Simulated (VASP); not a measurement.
# AlB2As3 (P4/mmm) in VASP: further runs, part 2 of 2

VASP 6.6.1. The steps go on from the part before.

### 3 Relaxation of cell and atoms, PBE

File INCAR:

```
PREC = Accurate
ENCUT = 600
EDIFF = 1E-7
ISMEAR = 0
SIGMA = 0.1
LREAL = F
LASPH = T
NELM = 80
ALGO = Normal
ISIF = 3
LWAVE = F
LCHARG = F
GGA = PE
IBRION = 2
NSW = 100
EDIFFG = -0.01
```

File KPOINTS:

```
regular mesh
0
Gamma
  10 10 6
```

File POSCAR:

```
AlB2As3
1.0
    3.8296769691      0.0000000000      0.0000000000
    0.0000000000      3.8296769691      0.0000000000
    0.0000000000      0.0000000000      7.8792458593
Al B As
1 2 3
Direct
    0.0000000000      0.0000000000      0.5000000000
    0.0000000000      0.0000000000      0.7567094326
    0.0000000000      0.0000000000      0.2432905674
    0.0000000000      0.0000000000      0.0000000000
    0.5000000000      0.5000000000      0.5000000000
    0.5000000000      0.5000000000      0.0000000000
```

Potentials or basis: VASP PAW PBE potentials, release 64 (Al, B, As).

The run is started by

```
cat potpaw_PBE.64/Al/POTCAR potpaw_PBE.64/B/POTCAR potpaw_PBE.64/As/POTCAR > POTCAR
mpirun -np 1 vasp_std > vasp.out
```

OUTCAR:

```text
PREC = Accurate
   ENCUT = 600
   EDIFF = 1E-7
   ISMEAR = 0
   LREAL = F
   LASPH = T
   NELM = 80
   ISIF = 3
   GGA = PE
   IBRION = 2
   NSW = 100
   EDIFFG = -0.01

 ion  position               nearest neighbor table
   1  0.000  0.000  0.500-   2 2.02   3 2.02   5 2.71   5 2.71   5 2.71   5 2.71
   2  0.000  0.000  0.757-   4 1.92   1 2.02
   3  0.000  0.000  0.243-   4 1.92   1 2.02
   4  0.000  0.000  0.000-   2 1.92   3 1.92   6 2.71   6 2.71   6 2.71   6 2.71
   5  0.500  0.500  0.500-   1 2.71   1 2.71   1 2.71   1 2.71
   6  0.500  0.500  0.000-   4 2.71   4 2.71   4 2.71   4 2.71

  LATTYP: Found a simple tetragonal cell.
 ALAT       =     3.8296769691
 C/A-ratio  =     2.0574178770

  Lattice vectors:

 A1 = (   3.8296769691,   0.0000000000,   0.0000000000)
[... 434 lines left out ...]

  energy without entropy =      -24.28133730  energy(sigma->0) =      -24.29104232

 E-fermi :   3.9374     XC(G=0):  -9.5045

 val. band max:        3.9307260312   @ k =   0.2000   0.2000   0.0000
 cond. band min:       3.9455121962   @ k =   0.5000   0.1000   0.1667
 fundamental gap:      0.0147861651
 Fermi energy:         3.9374034605

 k-point     1 :       0.0000    0.0000    0.0000
  band No.  band energies     occupation
      1     -10.6374      2.00000
      2      -7.5525      2.00000
      3      -4.6934      2.00000
      4      -3.9997      2.00000
      5      -0.7809      2.00000
      6      -0.3517      2.00000
[... 433 lines left out ...]
      3      -5.1479      2.00000
      4      -4.4148      2.00000
      5      -1.6483      2.00000
      6      -0.3842      2.00000
[... 8 lines left out ...]
     15       5.8862      0.00000
     16       5.9614      0.00000

 [... further k-points ...]

------------------------ aborting loop because EDIFF is reached ----------------------------------------

  FORCE on cell =-STRESS in cart. coord.  units (eV):
  Direction    XX          YY          ZZ          XY          YZ          ZX
  --------------------------------------------------------------------------------------
  -------------------------------------------------------------------------------------
  Total        0.0097760      0.0097760     -0.0019026      0.0000000      0.0000000      0.0000000
  in kB        0.1355329      0.1355329     -0.0263777      0.0000000      0.0000000      0.0000000
  external PRESSURE =       0.0815627 kB  Pullay stress =       0.0000000 kB
[... 21 lines left out ...]
  FREE ENERGIE OF THE ION-ELECTRON SYSTEM (eV)
  ---------------------------------------------------
  free  energy   TOTEN  =       -24.3007473416 eV

  energy  without entropy=      -24.2813373014  energy(sigma->0) =      -24.29104232

 reached required accuracy - stopping structural energy minimisation
```

CONTCAR:

```text
AlB2As3
   1.00000000000000
     3.7920598261144165   -0.0000000000000000   -0.0000000000000000
     0.0000000000000000    3.7920598261144165   -0.0000000000000000
     0.0000000000000000   -0.0000000000000000    8.0366549566394756
  Al              B               As
     1     2     3
Direct
     0.0000000000000000    0.0000000000000000    0.5000000000000000
     0.0000000000000000    1.0000000000000000    0.7562760489282940
     0.0000000000000000    0.0000000000000000    0.2437239510717059
     0.0000000000000000    0.0000000000000000    1.0000000000000000
     0.5000000000000000    0.5000000000000000    0.5000000000000000
     0.5000000000000000    0.5000000000000000    1.0000000000000000

  0.00000000E+00  0.00000000E+00  0.00000000E+00
  0.00000000E+00  0.00000000E+00  0.00000000E+00
  0.00000000E+00  0.00000000E+00  0.00000000E+00
  0.00000000E+00  0.00000000E+00  0.00000000E+00
  0.00000000E+00  0.00000000E+00  0.00000000E+00
  0.00000000E+00  0.00000000E+00  0.00000000E+00
```

Run time: 4.7 min. Hardware: 1 thread of Intel Xeon 6975P-C (Granite Rapids), shared host; peak memory 0.39 GiB.

What came out:

```yaml
Free_energy: -24.3007 eV
Energy_gained_by_relaxing: 4.9 meV/atom
Ionic_steps: 7
Pressure_after_relaxing: 0.0 GPa
Band_gap_on_the_k_mesh: zero (band 12 reaches 4.79 eV, above the bottom of band 13 at 2.92 eV)
```

The path:
```tsv
step	energy change (eV)	largest force (eV/Å)	pressure (GPa)	volume (Å³)
1	0.0000	0.1485	0.78	115.56
2	-0.0245	0.1070	-0.83	117.11
3	-0.0249	0.0837	-0.66	116.93
4	-0.0291	0.0010	-0.10	115.79
5	-0.0292	0.0125	-0.01	115.61
6	-0.0292	0.0144	0.01	115.58
7	-0.0292	0.0002	0.01	115.56
```

Final structure:
```xyz
6
Lattice="3.7921 0.0000 0.0000 0.0000 3.7921 0.0000 0.0000 0.0000 8.0367" Properties=species:S:1:pos:R:3 pbc="T T T"
Al    0.0000    0.0000    4.0183
B     0.0000    3.7921    6.0779
B     0.0000    0.0000    1.9587
As    0.0000    0.0000    8.0367
As    1.8960    1.8960    4.0183
As    1.8960    1.8960    8.0367
```
